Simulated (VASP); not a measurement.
A run of VASP 6.6.1 is set up as follows.

The input INCAR:

```
SYSTEM = KF
  PREC = Accurate
  ENCUT = 520
  EDIFF = 1E-7
  ISMEAR = 0
  SIGMA = 0.01
  LREAL = .FALSE.
  LASPH = .TRUE.
  NELM = 80
  ALGO = Normal
  ISIF = 2
  LWAVE = .FALSE.
  LCHARG = .FALSE.
  NBANDS = 15
```

Contents of KPOINTS:

```
regular mesh
0
G
  8 8 8
  0 0 0
```

Contents of POSCAR:

```
KF
1.0
    3.0832301891     -0.0077080755     -0.0077080755
   -0.0077080755      3.0832301891     -0.0077080755
   -0.0077080755     -0.0077080755      3.0832301891
K F
1 1
Direct
    0.0000000000      0.0000000000      0.0000000000
    0.5000000000      0.5000000000      0.5000000000
```

Potentials or basis: VASP PAW LDA potentials, release 64 (K_sv, F).

Command:

```console
$ cat potpaw_LDA.64/K_sv/POTCAR potpaw_LDA.64/F/POTCAR > POTCAR
$ mpirun -np 1 vasp_std > vasp.out
```

Estimate the pressure.

0.4 GPa.

What does it give for the band gap on the k mesh?

7.20 eV, direct.

Stress tensor (GPa, compression positive):
```
0.36 0.09 0.09
0.09 0.36 0.09
0.09 0.09 0.36
```

Caveat: the cell differs from its parent crystal (equal xy, yz and zx engineering shears of -0.5 %). A k mesh can miss the band edges.
